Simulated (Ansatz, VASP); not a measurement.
# Two plane-wave programs on Ni

Contents of POSCAR:

```
Ni
1.0
    2.4480229000      0.0000000000      0.0000000000
   -1.2240114500      2.1200500200      0.0000000000
    0.0000000000      0.0000000000      4.0728075700
Ni
2
Direct
    0.3333333333      0.6666666667      0.2500000000
    0.6666666667      0.3333333333      0.7500000000
```

Contents of INCAR.step1:

```
PREC     = Accurate       # precision mode
ENCUT    = 520            # plane-wave cutoff, eV
ISMEAR   = 1              # smearing method
SIGMA    = 0.02           # smearing width, eV
LREAL    = F              # projectors in reciprocal space
LASPH    = T              # aspherical terms in the spheres
NELM     = 150            # most SCF steps
ISPIN    = 2              # spin polarisation
MAGMOM   = 1.5 1.5        # initial moments
LMAXMIX  = 4              # l up to which the mixer works
NBANDS   = 21             # bands
GGA      = PE             # functional
ALGO     = Normal         # electronic algorithm
EDIFF    = 1E-4           # SCF threshold, eV
LWAVE    = T              # write WAVECAR
LCHARG   = F              # write CHGCAR
```

INCAR.step2

```
PREC     = Accurate       # precision mode
ENCUT    = 520            # plane-wave cutoff, eV
EDIFF    = 1E-6           # SCF threshold, eV
ISMEAR   = 1              # smearing method
SIGMA    = 0.02           # smearing width, eV
LREAL    = F              # projectors in reciprocal space
LASPH    = T              # aspherical terms in the spheres
NELM     = 150            # most SCF steps
ALGO     = Normal         # electronic algorithm
ISIF     = 2              # what is computed and relaxed
LWAVE    = F              # write WAVECAR
LCHARG   = F              # write CHGCAR
ISPIN    = 2              # spin polarisation
MAGMOM   = 1.5 1.5        # initial moments
LORBIT   = 11             # projections on sites
LMAXMIX  = 4              # l up to which the mixer works
METAGGA  = R2SCAN         # meta-GGA
LMIXTAU  = T            
NBANDS   = 21             # bands
ISTART   = 1
```

Contents of KPOINTS:

```
Automatic mesh
0
Gamma
  13 13 7
```

Input for Ansatz:

```yaml
crystal:
  lattice:
    - [2.4480229, 0.0, 0.0]
    - [-1.22401145, 2.12005002, 0.0]
    - [0.0, 0.0, 4.07280757]
  atoms:
    - { symbol: Ni, position: [0.3333333333333333, 0.6666666666666666, 0.25], spin: 1.5 }
    - { symbol: Ni, position: [0.6666666666666666, 0.3333333333333333, 0.75], spin: 1.5 }
accuracy: low
basis:
  ecutwfc: 557.833418042754
kpoints:
  mp_grid:
    grid: [13, 13, 7]
hamiltonian:
  xc: r2scan
magnetization:
  spin_polarized: true
scf:
  mixing:
    algorithm: broyden
  occupations:
    method: methfessel_paxton
    width: 0.02
output:
  stress: true
```

Alike in both runs: task single point; functional r2SCAN; k mesh 13 × 13 × 7; occupations methfessel-paxton of order 1, width 0.02 eV; collinear spin.

|  | VASP | Ansatz |
| --- | --- | --- |
| version | VASP 6.6.1 | Ansatz 0.2.0 |
| potentials or method | VASP PAW PBE potentials, release 64 (Ni), cutoff 520 eV | plane waves, PAW |
| valence electrons in the cell | 20 | 36 |

Ansatz gave:

* pressure (GPa): -0.6
* traceless stress, the component that is largest in VASP (GPa): 2.06
* net moment per atom (μB): 0.68
* size of the moment on the site where the two differ most (μB): 0.74

Question: What did VASP give for the same quantities?

Answer: Pressure (GPa): 0.0; traceless stress, the component that is largest in VASP (GPa): 2.01; net moment per atom (μB): 0.68; size of the moment on the site where the two differ most (μB): 0.69.

VASP's potentials were made for PBE, not for r2SCAN. Site moments also hang on the region over which each program counts them. With one functional, cell and mesh, what is left measures potentials, basis and numerics. VASP's potentials hold 20 valence electrons a cell and Ansatz's 36, so a difference there can come from the potentials and not from the codes. Ansatz's warnings: stability check not made.
